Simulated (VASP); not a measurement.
# SiC (P6_3mc) in VASP: relaxation of cell and atoms with r2SCAN

Aim: the relaxation of cell and atoms of SiC with r2SCAN.

Program: VASP 6.6.1. These are calculated values, not measurements. Logs are shortened: lines on timing, memory, paths and dates and some standing lists are left out, and cuts for length are marked.

### 1 The cell of the first run

The structure is hexagonal, space group P6_3mc (No. 186). Conventional cell: a = 3.076 Å, b = 3.076 Å, c = 5.048 Å, α = 90.00°, β = 90.00°, γ = 120.00°. Within 2.5 Å of Si (site symmetry 3m) lie 4 C at 1.87 to 1.94 Å. C (site symmetry 3m) has 4 Si at 1.87 to 1.94 Å within 2.5 Å.

### 2 Relaxation of cell and atoms, r2SCAN

The input, POSCAR:

```
SiC
1.0
    3.0760000000      0.0000000000      0.0000000000
   -1.5380000000      2.6638941420      0.0000000000
    0.0000000000      0.0000000000      5.0480000000
Si C
2 2
Direct
    0.3333333333      0.6666666667      0.0000000000
    0.6666666667      0.3333333333      0.5000000000
    0.3333333333      0.6666666667      0.3850000000
    0.6666666667      0.3333333333      0.8850000000
```

The input, INCAR.step1:

```
  PREC = Accurate
  ENCUT = 600
  ISMEAR = -1
  SIGMA = 0.05
  LREAL = False
  LASPH = True
  NELM = 100
  GGA = PE
  ALGO = Normal
  EDIFF = 1E-4
  LWAVE = True
  LCHARG = False
```

The input, INCAR.step2:

```
  PREC = Accurate
  ENCUT = 600
  EDIFF = 1E-6
  ISMEAR = -1
  SIGMA = 0.05
  LREAL = False
  LASPH = True
  NELM = 100
  ALGO = Normal
  ISIF = 3
  LWAVE = False
  LCHARG = False
  METAGGA = R2SCAN
  LMIXTAU = True
  IBRION = 2
  NSW = 100
  EDIFFG = -0.002
  ISTART = 1
```

The input, KPOINTS:

```
Automatic mesh
0
Gamma
  12 12 6
```

Potentials or basis: VASP PAW PBE potentials, release 64 (Si, C).

Command:

```sh
cat potpaw_PBE.64/Si/POTCAR potpaw_PBE.64/C/POTCAR > POTCAR
cp INCAR.step1 INCAR
mpirun -np 1 vasp_std > vasp.out
cp INCAR.step2 INCAR
mpirun -np 1 vasp_std > vasp.out
```

OUTCAR:

```text
PREC = Accurate
   ENCUT = 600
   EDIFF = 1E-6
   ISMEAR = -1
   LREAL = False
   LASPH = True
   NELM = 100
   ISIF = 3
   METAGGA = R2SCAN
   IBRION = 2
   NSW = 100
   EDIFFG = -0.002
   ISTART = 1

 ion  position               nearest neighbor table
   1  0.333  0.667  0.000-   4 1.87   4 1.87   4 1.87   3 1.94   2 3.09   2 3.09   2 3.09   2 3.09
                             2 3.09   2 3.09
   2  0.667  0.333  0.500-   3 1.87   3 1.87   3 1.87   4 1.94   1 3.09   1 3.09   1 3.09   1 3.09
                             1 3.09   1 3.09
   3  0.333  0.667  0.385-   2 1.87   2 1.87   2 1.87   1 1.94
   4  0.667  0.333  0.885-   1 1.87   1 1.87   1 1.87   2 1.94

  LATTYP: Found a hexagonal cell.
 ALAT       =     3.0760000000
 C/A-ratio  =     1.6410923277

  Lattice vectors:

 A1 = (   3.0760000000,   0.0000000000,   0.0000000000)
 A2 = (  -1.5380000000,   2.6638941420,   0.0000000000)
 A3 = (   0.0000000000,   0.0000000000,   5.0480000000)

Analysis of symmetry for initial positions (statically):
=====================================================================
 Subroutine PRICEL returns:
 Original cell was already a primitive cell.

 Routine SETGRP: Setting up the symmetry group for a
 hexagonal supercell.

 Subroutine GETGRP returns: Found 12 space group operations
 (whereof  6 operations were pure point group operations)
 out of a pool of 24 trial point group operations.

The static configuration has the point symmetry C_3v.
 The point group associated with its full space group is C_6v.

Analysis of symmetry for dynamics (positions and initial velocities):
=====================================================================
 Subroutine PRICEL returns:
 Original cell was already a primitive cell.

 Routine SETGRP: Setting up the symmetry group for a
 hexagonal supercell.

 Subroutine GETGRP returns: Found 12 space group operations
 (whereof  6 operations were pure point group operations)
 out of a pool of 24 trial point group operations.

The dynamic configuration has the point symmetry C_3v.
 The point group associated with its full space group is C_6v.

 Subroutine INISYM returns: Found 12 space group operations
 (whereof  6 operations are pure point group operations),
 and found     1 'primitive' translations

----------------------------------------------------------------------------------------

                                     Primitive cell

  volume of cell :      41.3640

  direct lattice vectors                    reciprocal lattice vectors
     3.076000000  0.000000000  0.000000000     0.325097529  0.187695146  0.000000000
    -1.538000000  2.663894142  0.000000000     0.000000000  0.375390292  0.000000000
     0.000000000  0.000000000  5.048000000     0.000000000  0.000000000  0.198098257

  length of vectors
     3.076000000  3.076000000  5.048000000     0.375390292  0.375390292  0.198098257

  position of ions in fractional coordinates (direct lattice)
     0.333333333  0.666666667  0.000000000
     0.666666667  0.333333333  0.500000000
     0.333333333  0.666666667  0.385000000
     0.666666667  0.333333333  0.885000000

  ion indices of the primitive-cell ions
   primitive index   ion index
                 1           1
                 2           2
                 3           3
                 4           4

----------------------------------------------------------------------------------------

 KPOINTS: Automatic mesh

Automatic generation of k-mesh.
 Grid dimensions read from file:
 generate k-points for:   12   12    6

 Generating k-lattice:

  Cartesian coordinates                     Fractional coordinates (reciprocal lattice)
     0.027091461  0.015641262  0.000000000     0.083333333  0.000000000  0.000000000
     0.000000000  0.031282524  0.000000000     0.000000000  0.083333333  0.000000000
     0.000000000  0.000000000  0.033016376     0.000000000  0.000000000  0.166666667

  Length of vectors
     0.031282524  0.031282524  0.033016376

  Shift w.r.t. Gamma in fractional coordinates (k-lattice)
     0.000000000  0.000000000  0.000000000

 Subroutine IBZKPT returns following result:
 ===========================================

 Found     76 irreducible k-points:

 Following reciprocal coordinates:
            Coordinates               Weight
  0.000000  0.000000  0.000000      1.000000
  0.083333 -0.000000  0.000000      6.000000
  0.166667 -0.000000  0.000000      6.000000
  0.250000 -0.000000  0.000000      6.000000
  0.333333  0.000000  0.000000      6.000000
  0.416667 -0.000000  0.000000      6.000000
[... 16 lines left out ...]
  0.250000 -0.000000  0.166667     12.000000
  0.333333  0.000000  0.166667     12.000000
 [... further k-points ...]
   k-points           NKPTS =     76   k-points in BZ     NKDIM =     76   number of bands    NBANDS=     12
   number of dos      NEDOS =    301   number of ions     NIONS =      4
   total plane-waves  NPLWV =  31360
   dimension x,y,z NGX =    28 NGY =   28 NGZ =   40
   dimension x,y,z NGXF=    56 NGYF=   56 NGZF=   80
   ions per type =               2   2
   NGX,Y,Z   is equivalent  to a cutoff of  15.13, 15.13, 13.17 a.u.
   NGXF,Y,Z  is equivalent  to a cutoff of  30.27, 30.27, 26.35 a.u.
 SYSTEM =  unknown system
   PREC   = accura    normal or accurate (medium, high low for compatibility)
   ISTART =      1    job   : 0-new  1-cont  2-samecut
   ICHARG =      0    charge: 1-file 2-atom 10-const
   ISPIN  =      1    spin polarized calculation?
   LNONCOLLINEAR =      F non collinear calculations
   LSORBIT =      F    spin-orbit coupling
   LASPH  =      T    aspherical Exc in radial PAW
   ENCUT  =  600.0 eV  44.10 Ry    6.64 a.u.   6.14  6.14 10.08*2*pi/ulx,y,z
   NELM   =    100;   NELMIN=  2; NELMDL=  0     # of ELM steps
   EDIFF  = 0.1E-05   stopping-criterion for ELM
   LREAL  =      F    real-space projection
   EDIFFG = -.2E-02   stopping-criterion for IOM
   NSW    =    100    number of steps for IOM
   IBRION =      2    ionic relax: 0-MD 1-quasi-New 2-CG
   NFREE  =      1    steps in history (QN), initial steepest desc. (CG)
   ISIF   =      3    stress and relaxation
   ISYM   =      2    0-nonsym 1-usesym 2-fastsym
   POTIM  = 0.5000    time-step for ionic-motion
   TEBEG  =    0.0;   TEEND  =   0.0 temperature during run
   PSTRESS=    0.0 pullay stress
   NELECT =      16.0000    total number of electrons
   NUPDOWN=      -1.0000    fix difference up-down
   EMIN   =  10.00;   EMAX   =-10.00  energy-range for DOS
   EFERMI =   0.00;   METHOD = LEGACY
   ISMEAR =    -1;   SIGMA  =   0.05  broadening in eV -4-tet -1-fermi 0-gaus
   EFERMI_NEDOS =   21; number of points for ismear=-14 and -15
   IALGO  =     38    algorithm
   IMIX   =      4    mixing-type and parameters
     AMIX     =   0.40;   BMIX     =  1.00
     AMIX_MAG =   1.60;   BMIX_MAG =  1.00
  volume/ion in A,a.u.               =      10.34        69.78
  Fermi-wavevector in a.u.,A,eV,Ry     =   1.192817  2.254098 19.358549  1.422813
  Thomas-Fermi vector in A             =   2.328847
   LORBIT       =      0    0 simple, 1 ext, 2 COOP (PROOUT), +10 PAW based schemes
   METAGGA = R2SCAN    functional components
   LHFCALC =     F    Hartree Fock is set to
   AEXX    =    0.0000 exact exchange contribution
   IVDW    =     0    specifies the selected vdW correction
   LEPSILON=     F    determine dielectric tensor
   LRPA    =     F    only Hartree local field effects (RPA)
 conjugate gradient relaxation of ions
 non-spin polarized calculation
  energy-cutoff  :      600.00
  volume of cell :       41.36
 maximum number of plane-waves:      1404
 NGX is ok and might be reduce to    28
   NGX = 13   NGY = 13   NGZ = 21

--------------------------------------- Ionic step        1  -------------------------------------------

 number of electron      16.0000001 magnetization

 Free energy of the ion-electron system (eV)
  ---------------------------------------------------
  ext. energy  EPLUGINS =         0.00000000
  ---------------------------------------------------
  free energy    TOTEN  =       -38.60493243 eV

  energy without entropy =      -38.60493243  energy(sigma->0) =      -38.60493243

------------------------ aborting loop because EDIFF is reached ----------------------------------------

  FORCE on cell =-STRESS in cart. coord.  units (eV):
  Direction    XX          YY          ZZ          XY          YZ          ZX
  --------------------------------------------------------------------------------------
  -------------------------------------------------------------------------------------
  Total        0.3061547      0.3061547     -0.7475215      0.0000000      0.0000000      0.0000000
  in kB       11.8584764     11.8584764    -28.9542042      0.0000000      0.0000000      0.0000000
  external PRESSURE =      -1.7457504 kB  Pullay stress =       0.0000000 kB
[... 95 lines left out ...]
  FREE ENERGIE OF THE ION-ELECTRON SYSTEM (eV)
  ---------------------------------------------------
  free  energy   TOTEN  =       -38.6394108861 eV

  energy  without entropy=      -38.6394108861  energy(sigma->0) =      -38.63941089

[... ionic steps 4 to 10 ...]

--------------------------------------- Ionic step       11  -------------------------------------------

 number of electron      16.0000000 magnetization

------------------------ aborting loop because EDIFF is reached ----------------------------------------
[... 71 lines left out ...]
--------------------------------------- Ionic step       13  -------------------------------------------

 number of electron      16.0000000 magnetization

 Free energy of the ion-electron system (eV)
  ---------------------------------------------------
  ext. energy  EPLUGINS =         0.00000000
  ---------------------------------------------------
  free energy    TOTEN  =       -38.64197187 eV

  energy without entropy =      -38.64197187  energy(sigma->0) =      -38.64197187

 E-fermi :   9.1775     XC(G=0): -11.9357

 val. band max:        8.1620918283   @ k =   0.0000   0.0000   0.0000
 cond. band min:      10.8187977426   @ k =   0.3333   0.3333   0.0000
 fundamental gap:      2.6567059143
 Fermi energy:         9.1774615312

 k-point     1 :       0.0000    0.0000    0.0000
  band No.  band energies     occupation
      1      -8.2049      2.00000
      2      -4.5719      2.00000
      3      -0.8393      2.00000
      4       6.7760      2.00000
      5       6.7760      2.00000
      6       8.0474      2.00000
      7       8.1621      2.00000
      8       8.1621      2.00000
      9      13.5553      0.00000
     10      14.9543      0.00000
     11      15.3633      0.00000
     12      15.3633      0.00000
[... 331 lines left out ...]
 k-point    24 :       0.3333    0.0000    0.1667
  band No.  band energies     occupation
      1      -6.1633      2.00000
      2      -3.5817      2.00000
      3       0.5629      2.00000
      4       2.3240      2.00000
      5       3.1729      2.00000
      6       5.1762      2.00000
      7       6.4969      2.00000
      8       7.0032      2.00000
      9      12.0205      0.00000
     10      13.1305      0.00000
     11      15.5885      0.00000
     12      16.5727      0.00000

 [... further k-points ...]
[... 5 lines left out ...]
  --------------------------------------------------------------------------------------
  -------------------------------------------------------------------------------------
  Total        0.0006301      0.0006301     -0.0055918      0.0000000      0.0000000      0.0000000
  in kB        0.0244525      0.0244525     -0.2170052      0.0000000      0.0000000      0.0000000
  external PRESSURE =      -0.0560334 kB  Pullay stress =       0.0000000 kB
[... 19 lines left out ...]
  FREE ENERGIE OF THE ION-ELECTRON SYSTEM (eV)
  ---------------------------------------------------
  free  energy   TOTEN  =       -38.6419718747 eV

  energy  without entropy=      -38.6419718747  energy(sigma->0) =      -38.64197187

 reached required accuracy - stopping structural energy minimisation
```

Wall time 15 min (1 thread of AMD EPYC 7R13 (Zen 3), shared host); peak memory 0.17 GiB.

What came out:

* Free energy: -38.6420 eV
* Relaxed volume: 10.32 Å³/atom
* Relaxed cell: a = 3.074 Å, b = 3.074 Å, c = 5.046 Å, α = 90.00°, β = 90.00°, γ = 120.00°
* Space group after relaxing (to 0.05 Å): P6_3mc (No. 186)
* Energy gained by relaxing: 9.3 meV/atom
* Ionic steps: 13
* Pressure after relaxing: 0.0 GPa
* Band gap on the k mesh: 2.66 eV, indirect (least direct gap 4.49 eV)

Step by step:
```
step  energy change (eV)  largest force (eV/Å)  pressure (GPa)  volume (Å³)
   1              0.0000                0.7709           -0.17        41.36
   2             -0.0060                0.6954            0.16        41.29
   3             -0.0345                0.0556           -0.26        41.33
   4             -0.0368                0.0158            0.30        41.23
   5             -0.0370                0.0022            0.16        41.25
   6             -0.0370                0.0005            0.17        41.25
   7             -0.0370                0.0017           -0.12        41.31
   8             -0.0370                0.0010           -0.02        41.28
   9             -0.0370                0.0007            0.02        41.28
  10             -0.0370                0.0008            0.02        41.28
  11             -0.0370                0.0009            0.01        41.28
  12             -0.0370                0.0009            0.01        41.28
  13             -0.0370                0.0016           -0.01        41.29
```

Final structure:
```xyz
4
Lattice="3.0738 0.0000 0.0000 -1.5369 2.6620 0.0000 0.0000 0.0000 5.0456" Properties=species:S:1:pos:R:3 pbc="T T T"
Si    0.0000    1.7747    0.0232
Si    1.5369    0.8873    2.5461
C     0.0000    1.7747    1.9193
C     1.5369    0.8873    4.4421
```

Levels at points of the mesh, in eV from the valence-band top:
```
           k point  band 6  band 7  band 8  band 9  band 10  band 11
(0.00, 0.00, 0.00)   -0.11    0.00    0.00    5.39     6.79     7.20
(0.50, 0.00, 0.00)   -3.48   -3.37   -1.26    3.23     4.67     7.48
(0.00, 0.00, 0.50)   -0.75   -0.75   -0.75    6.51     6.51     7.90
(0.50, 0.00, 0.50)   -2.56   -2.44   -2.44    3.73     3.73     5.80
```

Caveat: the PAW data sets were made with another functional, which shifts forces and pressure a little.
